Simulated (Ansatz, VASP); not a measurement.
TaN in VASP and in Ansatz

```
Ta N
1.0
     7.76751    4.48457    0.00000
    -7.76751    4.48457    0.00000
     0.00000    0.00000    5.79176
Ta N
18 18
Direct
  0.00000 0.00000 0.00000
  0.33333 0.66667 0.00000
  0.66667 0.33333 0.00000
  0.00000 0.66667 0.25000
  0.33333 0.33333 0.25000
  0.66667 0.00000 0.25000
  0.00000 0.33333 0.25000
  0.33333 0.00000 0.25000
  0.66667 0.66667 0.25000
  0.00000 0.00000 0.50000
  0.33333 0.66667 0.50000
  0.66667 0.33333 0.50000
  0.00000 0.66667 0.75000
  0.33333 0.33333 0.75000
  0.66667 0.00000 0.75000
  0.00000 0.33333 0.75000
  0.33333 0.00000 0.75000
  0.66667 0.66667 0.75000
  0.13114 0.86886 0.00000
  0.46447 0.53553 0.00000
  0.79780 0.20220 0.00000
  0.07106 0.53553 0.00000
  0.40439 0.20220 0.00000
  0.73772 0.86886 0.00000
  0.13114 0.26228 0.00000
  0.46447 0.92894 0.00000
  0.79780 0.59561 0.00000
  0.13114 0.86886 0.50000
  0.46447 0.53553 0.50000
  0.79780 0.20220 0.50000
  0.07106 0.53553 0.50000
  0.40439 0.20220 0.50000
  0.73772 0.86886 0.50000
  0.13114 0.26228 0.50000
  0.46447 0.92894 0.50000
  0.79780 0.59561 0.50000
```

Alike in both runs: task single point; functional PBEsol; k mesh 1 × 1 × 1; occupations methfessel-paxton of order 1, width 0.1 eV; no spin polarisation.

|  | VASP | Ansatz |
| --- | --- | --- |
| version | VASP 6.6.1 | Ansatz 0.2.0 |
| potentials or method | VASP PAW PBE potentials, release 64 (Ta_pv, N), cutoff 520 eV | plane-wave PAW DFT |
| valence electrons in the cell | 288 | 324 |

VASP gave:

* rms of the force components (eV/Å): 0.022

Q: What did Ansatz give for the same quantities?

A: rms of the force components (eV/Å): 0.021.

VASP's potentials were made for PBE, not for PBEsol, and Ansatz warns of the same on its side. With one functional, cell and mesh, what is left measures potentials, basis and numerics. VASP's potentials hold 288 valence electrons a cell and Ansatz's 324, so a difference there can come from the potentials and not from the codes.

The k mesh is coarse, so the values compare programs but aren't converged. Neither program's run includes spin-orbit coupling.
